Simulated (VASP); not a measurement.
Crystal: BAs (rocksalt type).

```
B As
1.0
     0.00000    2.23228    2.23228
     2.23228    0.00000    2.23228
     2.23228    2.23228    0.00000
B As
1 1
Cartesian
  0.0000 0.0000 0.0000
  2.2323 2.2323 2.2323
```

```yaml
Program: VASP 6.6.1
Task: relaxation of cell and atoms
Functional: PBE
Potentials_or_basis: VASP PAW PBE potentials, release 64 (B, As)
Cutoff: 600 eV
k_mesh: 14 × 14 × 14
Occupations: fermi-dirac, width 0.05 eV
Spin: no spin polarisation
```

At the start: pressure 16.3 GPa; volume 11.12 Å³/atom.

**Question.** How do energy, volume and symmetry change on relaxing?

**Answer.** Over 3 steps the energy falls by 54.9 meV/atom and the volume is 12.31 Å³/atom (+10.6 %); space group Fm-3m (No. 225, to 0.05 Å).

Step by step:
```
step  energy change (eV)  largest force (eV/Å)  pressure (GPa)  volume (Å³)
   1              0.0000                0.0000           16.26        22.25
   2             -0.0777                0.0000           -6.65        26.08
   3             -0.1098                0.0000            0.01        24.61
```

Final structure:
```yaml
crystal:
  lattice:
    - [0.00000, 2.30874, 2.30874]
    - [2.30874, 0.00000, 2.30874]
    - [2.30874, 2.30874, 0.00000]
  atoms:
    - { symbol: B, position: [0.00000, 0.00000, 0.00000] }
    - { symbol: As, position: [0.50000, 0.50000, 0.50000] }
```
